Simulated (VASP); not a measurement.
## C2O3: single point with PBE

C2O3:

```
C O
1.0
     4.47482    0.00000    0.00000
     0.00000    4.47482    0.00000
     0.00000    0.00000    4.47482
C O
4 6
Cartesian
  1.1187 1.1187 1.1187
  3.3561 3.3561 1.1187
  3.3561 1.1187 3.3561
  1.1187 3.3561 3.3561
  2.2374 0.0000 0.0000
  0.0000 2.2374 0.0000
  0.0000 0.0000 2.2374
  2.2374 2.2374 0.0000
  2.2374 0.0000 2.2374
  0.0000 2.2374 2.2374
```

| Item | Value |
| --- | --- |
| Program | VASP 6.6.1 |
| Task | single point |
| Functional | PBE |
| Potentials or basis | VASP PAW PBE potentials, release 64 (C, O) |
| Cutoff | 520 eV |
| k mesh | 9 × 9 × 9 |
| Occupations | fermi-dirac, width 0.0612256 eV |
| Spin | no spin polarisation |
| Dipole correction | no |
| Further INCAR settings | ALGO = Normal; EDIFF = 1e-06; NBANDS = 37 |

The pressure is -7.7 GPa and the band gap on the k mesh is zero (bands 26 and 27 overlap by 0.70 eV).

Levels at points of the mesh, in eV from the Fermi level:
| k point | band 22 | band 23 | band 24 | band 25 | band 26 | band 27 | band 28 | band 29 | band 30 | band 31 |
| --- | --- | --- | --- | --- | --- | --- | --- | --- | --- | --- |
| (0.00, 0.00, 0.00) | -1.51 | -1.12 | -0.67 | -0.67 | -0.67 | -0.11 | -0.11 | -0.11 | 2.34 | 2.34 |

Run time: 50 s on 1 thread of Intel(R) Xeon(R) 6975P-C (Granite Rapids), with other jobs on the host, peak memory 0.23 GiB.

Caveat: the cell stands under tension.
